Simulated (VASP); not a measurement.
# BP (F-43m) in VASP: single point with HF

Aim: the single point of BP with HF.

Everything below comes from runs of VASP 6.6.1. Logs are shortened: lines on timing, memory, paths and dates and some standing lists are left out, and cuts for length are marked.

### Step 1. The cell of the first run

It takes space group F-43m (No. 216, cubic). The conventional cell has a = 4.537 Å, b = 4.537 Å, c = 4.537 Å, α = 90.00°, β = 90.00°, γ = 90.00°. B (site symmetry -43m) has 4 P at 1.96 Å within 2.6 Å. Within 2.6 Å of P (site symmetry -43m) lie 4 B at 1.96 Å.

### Step 2. Single point, HF

POSCAR reads:

```
BP
1.0
    0.0000000000      2.2683154741      2.2683154741
    2.2683154741      0.0000000000      2.2683154741
    2.2683154741      2.2683154741      0.0000000000
B P
1 1
Direct
    0.0000000000      0.0000000000      0.0000000000
    0.2500000000      0.2500000000      0.2500000000
```

INCAR.step1 reads:

```
SYSTEM = BP
PREC = Accurate ; ENCUT = 1000
EDIFF = 1E-5 ; ISMEAR = 0
SIGMA = 0.01 ; LREAL = .FALSE.
LASPH = .TRUE. ; NELM = 120
ALGO = Normal ; ISIF = 2
LWAVE = .TRUE. ; NBANDS = 11
GGA = PE ; GGA_COMPAT = .FALSE.
```

INCAR.step2 reads:

```
SYSTEM = BP
PREC = Accurate ; ENCUT = 1000
EDIFF = 1E-6 ; ISMEAR = 0
SIGMA = 0.01 ; LREAL = .FALSE.
LASPH = .TRUE. ; NELM = 120
ALGO = Normal ; ISIF = 2
LWAVE = .FALSE. ; LCHARG = .TRUE.
GGA = PE ; LHFCALC = .TRUE.
AEXX = 1.0 ; ALDAC = 0.0
AGGAC = 0.0 ; PRECFOCK = Normal
LELF = .TRUE. ; LVHAR = .TRUE.
NBANDS = 11 ; ISTART = 1
GGA_COMPAT = .FALSE.
```

KPOINTS reads:

```
regular mesh
0
G
  6 6 6
  0 0 0
```

Potentials or basis: VASP PAW PBE potentials, release 64 (B_h, P).

The run is started by

```sh
> cat potpaw_PBE.64/B_h/POTCAR potpaw_PBE.64/P/POTCAR > POTCAR
> cp INCAR.step1 INCAR
> mpirun -np 1 vasp_std > vasp.out
> cp INCAR.step2 INCAR
> mpirun -np 1 vasp_std > vasp.out
```

OUTCAR:

```text
SYSTEM = BP
   PREC = Accurate
   ENCUT = 1000
   EDIFF = 1E-6
   ISMEAR = 0
   LREAL = .FALSE.
   LASPH = .TRUE.
   NELM = 120
   ISIF = 2
   GGA = PE
   LHFCALC = .TRUE.
   AEXX = 1.0
   PRECFOCK = Normal
   ISTART = 1

 ion  position               nearest neighbor table
   1  0.000  0.000  0.000-   2 1.96   2 1.96   2 1.96   2 1.96
   2  0.250  0.250  0.250-   1 1.96   1 1.96   1 1.96   1 1.96

  LATTYP: Found a face centered cubic cell.
 ALAT       =     4.5366309482

  Lattice vectors:

 A1 = (   0.0000000000,   2.2683154741,   2.2683154741)
 A2 = (   2.2683154741,   0.0000000000,   2.2683154741)
 A3 = (   2.2683154741,   2.2683154741,   0.0000000000)

Analysis of symmetry for initial positions (statically):
=====================================================================
 Subroutine PRICEL returns:
 Original cell was already a primitive cell.

 Routine SETGRP: Setting up the symmetry group for a
 face centered cubic supercell.

 Subroutine GETGRP returns: Found 24 space group operations
 (whereof 24 operations were pure point group operations)
 out of a pool of 48 trial point group operations.

The static configuration has the point symmetry T_d .

Analysis of symmetry for dynamics (positions and initial velocities):
=====================================================================
 Subroutine PRICEL returns:
 Original cell was already a primitive cell.

 Routine SETGRP: Setting up the symmetry group for a
 face centered cubic supercell.

 Subroutine GETGRP returns: Found 24 space group operations
 (whereof 24 operations were pure point group operations)
 out of a pool of 48 trial point group operations.

The dynamic configuration has the point symmetry T_d .

 Subroutine INISYM returns: Found 24 space group operations
 (whereof 24 operations are pure point group operations),
 and found     1 'primitive' translations

----------------------------------------------------------------------------------------

                                     Primitive cell

  volume of cell :      23.3421

  direct lattice vectors                    reciprocal lattice vectors
     0.000000000  2.268315474  2.268315474    -0.220427893  0.220427893  0.220427893
     2.268315474  0.000000000  2.268315474     0.220427893 -0.220427893  0.220427893
     2.268315474  2.268315474  0.000000000     0.220427893  0.220427893 -0.220427893

  length of vectors
     3.207882507  3.207882507  3.207882507     0.381792310  0.381792310  0.381792310

  position of ions in fractional coordinates (direct lattice)
     0.000000000  0.000000000  0.000000000
     0.250000000  0.250000000  0.250000000

  ion indices of the primitive-cell ions
   primitive index   ion index
                 1           1
                 2           2

----------------------------------------------------------------------------------------

 KPOINTS: regular mesh

Automatic generation of k-mesh.
 Grid dimensions read from file:
 generate k-points for:    6    6    6

 Generating k-lattice:

  Cartesian coordinates                     Fractional coordinates (reciprocal lattice)
    -0.036737982  0.036737982  0.036737982     0.166666667  0.000000000  0.000000000
     0.036737982 -0.036737982  0.036737982     0.000000000  0.166666667  0.000000000
     0.036737982  0.036737982 -0.036737982     0.000000000  0.000000000  0.166666667

  Length of vectors
     0.063632052  0.063632052  0.063632052

  Shift w.r.t. Gamma in fractional coordinates (k-lattice)
     0.000000000  0.000000000  0.000000000

 Subroutine IBZKPT returns following result:
 ===========================================

 Found     16 irreducible k-points:

 Following reciprocal coordinates:
            Coordinates               Weight
  0.000000  0.000000  0.000000      1.000000
  0.166667  0.000000  0.000000      8.000000
  0.333333  0.000000  0.000000      8.000000
  0.500000  0.000000  0.000000      4.000000
  0.166667  0.166667  0.000000      6.000000
  0.333333  0.166667  0.000000     24.000000
[... 8 lines left out ...]
 -0.333333  0.333333  0.166667     24.000000
 -0.333333  0.500000  0.166667     12.000000
   k-points           NKPTS =     16   k-points in BZ     NKDIM =    216   number of bands    NBANDS=     11
   number of dos      NEDOS =    301   number of ions     NIONS =      2
   total plane-waves  NPLWV =  46656
   dimension x,y,z NGX =    36 NGY =   36 NGZ =   36
   dimension x,y,z NGXF=    72 NGYF=   72 NGZF=   72
   ions per type =               1   1
   NGX,Y,Z   is equivalent  to a cutoff of  18.66, 18.66, 18.66 a.u.
   NGXF,Y,Z  is equivalent  to a cutoff of  37.31, 37.31, 37.31 a.u.
 SYSTEM =  BP
   PREC   = accura    normal or accurate (medium, high low for compatibility)
   ISTART =      1    job   : 0-new  1-cont  2-samecut
   ICHARG =      0    charge: 1-file 2-atom 10-const
   ISPIN  =      1    spin polarized calculation?
   LNONCOLLINEAR =      F non collinear calculations
   LSORBIT =      F    spin-orbit coupling
   LASPH  =      T    aspherical Exc in radial PAW
   ENCUT  = 1000.0 eV  73.50 Ry    8.57 a.u.   8.27  8.27  8.27*2*pi/ulx,y,z
   NELM   =    120;   NELMIN=  2; NELMDL=  0     # of ELM steps
   EDIFF  = 0.1E-05   stopping-criterion for ELM
   LREAL  =      F    real-space projection
   EDIFFG = 0.1E-04   stopping-criterion for IOM
   NSW    =      0    number of steps for IOM
   IBRION =     -1    ionic relax: 0-MD 1-quasi-New 2-CG
   NFREE  =      0    steps in history (QN), initial steepest desc. (CG)
   ISIF   =      2    stress and relaxation
   ISYM   =      3    0-nonsym 1-usesym 2-fastsym
   POTIM  = 0.5000    time-step for ionic-motion
   TEBEG  =    0.0;   TEEND  =   0.0 temperature during run
   PSTRESS=    0.0 pullay stress
   NELECT =       8.0000    total number of electrons
   NUPDOWN=      -1.0000    fix difference up-down
   EMIN   =  10.00;   EMAX   =-10.00  energy-range for DOS
   EFERMI =   0.00;   METHOD = LEGACY
   ISMEAR =     0;   SIGMA  =   0.01  broadening in eV -4-tet -1-fermi 0-gaus
   EFERMI_NEDOS =   21; number of points for ismear=-14 and -15
   IALGO  =     38    algorithm
   IMIX   =      1    mixing-type and parameters
     AMIX     =   0.40;   BMIX     =  1.00
     AMIX_MAG =   1.60;   BMIX_MAG =  1.00
  volume/ion in A,a.u.               =      11.67        78.76
  Fermi-wavevector in a.u.,A,eV,Ry     =   1.145666  2.164995 17.858336  1.312551
  Thomas-Fermi vector in A             =   2.282354
   LORBIT       =      0    0 simple, 1 ext, 2 COOP (PROOUT), +10 PAW based schemes
   GGA     = PE    functional components
   LHFCALC =     T    Hartree Fock is set to
   PRECFOCK=normal    Normal, Fast or Accurate (Low or Medium for compatibility)
   ENCUT4O =  -1.0   cutoff for four orbital integrals eV
   NKREDX  =     1    reduce k-point grid by
   NKREDY  =     1    reduce k-point grid by
   NKREDZ  =     1    reduce k-point grid by
   AEXX    =    1.0000 exact exchange contribution
   HFSCREEN=    0.0000 screening length (either q_TF or 0.3 A-1)
   HFSCREENC=   0.0000 screening length for correlation (either q_TF or 0.3 A-1)
   ENCUTFOCK=  -1.0 apply spherical cutoff to Coloumb kernel
   IVDW    =     0    specifies the selected vdW correction
   LEPSILON=     F    determine dielectric tensor
   LRPA    =     F    only Hartree local field effects (RPA)
 non-spin polarized calculation
 Gauss-broadening in eV      SIGMA  =   0.01
  energy-cutoff  :     1000.00
  volume of cell :       23.34
 maximum number of plane-waves:      1694
 NGX is ok and might be reduce to    36
  NGX = 28; NGY = 28; NGZ = 28

 number of electron       8.0000000 magnetization

 Free energy of the ion-electron system (eV)
  ---------------------------------------------------
  ext. energy  EPLUGINS =         0.00000000
  ---------------------------------------------------
  free energy    TOTEN  =       -21.49632862 eV

  energy without entropy =      -21.49632862  energy(sigma->0) =      -21.49632862

 E-fermi :   5.9454     XC(G=0):   0.0000

 val. band max:        5.8311969888   @ k =   0.0000   0.0000   0.0000
 cond. band min:      13.9168295833   @ k =   0.5000   0.5000   0.0000
 fundamental gap:      8.0856325945
 Fermi energy:         5.9454293405

 k-point     1 :       0.0000    0.0000    0.0000
  band No.  band energies     occupation
      1     -15.8251      2.00000
      2       5.8312      2.00000
      3       5.8312      2.00000
      4       5.8312      2.00000
      5      16.6860      0.00000
      6      16.6860      0.00000
      7      16.6860      0.00000
      8      22.1617      0.00000
      9      25.6567      0.00000
     10      26.8522      0.00000
     11      26.8522      0.00000

 k-point     2 :       0.1667    0.0000    0.0000
  band No.  band energies     occupation
      1     -15.1406      2.00000
      2       2.1589      2.00000
      3       5.0372      2.00000
      4       5.0372      2.00000
      5      17.3283      0.00000
      6      17.8225      0.00000
      7      17.8225      0.00000
      8      23.6290      0.00000
      9      25.3533      0.00000
     10      25.3533      0.00000
     11      27.2718      0.00000

 k-point     3 :       0.3333    0.0000    0.0000
  band No.  band energies     occupation
      1     -13.1861      2.00000
      2      -3.4264      2.00000
      3       3.9063      2.00000
      4       3.9063      2.00000
      5      17.2481      0.00000
      6      18.5030      0.00000
      7      18.5030      0.00000
      8      24.9419      0.00000
      9      26.7196      0.00000
     10      26.7196      0.00000
     11      28.3858      0.00000
[... 155 lines left out ...]
 k-point    15 :      -0.3333    0.3333    0.1667
  band No.  band energies     occupation
      1      -9.6371      2.00000
      2      -5.6402      2.00000
      3      -1.4765      2.00000
      4       0.6969      2.00000
      5      17.8011      0.00000
      6      19.4483      0.00000
      7      23.2415      0.00000
      8      24.0860      0.00000
      9      25.5902      0.00000
     10      30.7760      0.00000
     11      33.6444      0.00000

 k-point    16 :      -0.3333    0.5000    0.1667
  band No.  band energies     occupation
      1      -8.6772      2.00000
      2      -6.0566      2.00000
      3      -1.0862      2.00000
      4      -0.9382      2.00000
      5      16.9928      0.00000
      6      17.7134      0.00000
      7      24.1428      0.00000
      8      24.7993      0.00000
      9      28.8520      0.00000
     10      32.3963      0.00000
     11      32.6435      0.00000

------------------------ aborting loop because EDIFF is reached ----------------------------------------

  FORCE on cell =-STRESS in cart. coord.  units (eV):
  Direction    XX          YY          ZZ          XY          YZ          ZX
  --------------------------------------------------------------------------------------
  -------------------------------------------------------------------------------------
  Total        0.5556636      0.5556636      0.5556636      0.0000000      0.0000000      0.0000000
  in kB       38.1401286     38.1401286     38.1401286      0.0000000      0.0000000      0.0000000
  external PRESSURE =      38.1401286 kB  Pullay stress =       0.0000000 kB

 VOLUME and BASIS-vectors are now :
 -----------------------------------------------------------------------------
  energy-cutoff  :     1000.00
  volume of cell :       23.34
      direct lattice vectors                 reciprocal lattice vectors
     0.000000000  2.268315474  2.268315474    -0.220427893  0.220427893  0.220427893
     2.268315474  0.000000000  2.268315474     0.220427893 -0.220427893  0.220427893
     2.268315474  2.268315474  0.000000000     0.220427893  0.220427893 -0.220427893

 POSITION                                       TOTAL-FORCE (eV/Angst)
 -----------------------------------------------------------------------------------
      0.00000      0.00000      0.00000         0.000000      0.000000      0.000000
      1.13416      1.13416      1.13416        -0.000000     -0.000000     -0.000000
 -----------------------------------------------------------------------------------
    total drift:                                0.000000     -0.000000     -0.000000

  FREE ENERGIE OF THE ION-ELECTRON SYSTEM (eV)
  ---------------------------------------------------
  free  energy   TOTEN  =       -21.4963286221 eV

  energy  without entropy=      -21.4963286221  energy(sigma->0) =      -21.49632862
```

Run time: 15 min. Hardware: 1 thread of Intel Xeon Platinum 8488C (Sapphire Rapids), shared host; peak memory 0.22 GiB.

Results:

* Free energy: -21.4963 eV
* Pressure: 3.8 GPa
* Band gap on the k mesh: 8.09 eV (least direct gap 10.85 eV)

Levels at points of the mesh, in eV from the valence-band top:
```
           k point  band 1  band 2  band 3  band 4  band 5  band 6  band 7  band 8  band 9
(0.00, 0.00, 0.00)  -21.66    0.00    0.00    0.00   10.85   10.85   10.85   16.33   19.83
(0.50, 0.00, 0.00)  -17.08  -12.53   -2.36   -2.36   11.30   12.44   12.44   18.84   24.45
(0.50, 0.50, 0.00)  -14.77  -12.32   -5.54   -5.54    8.09    8.48   22.53   22.53   25.77
```

Caveat: the cell stands under pressure; the PAW data sets were made with another functional, which shifts forces and pressure a little.
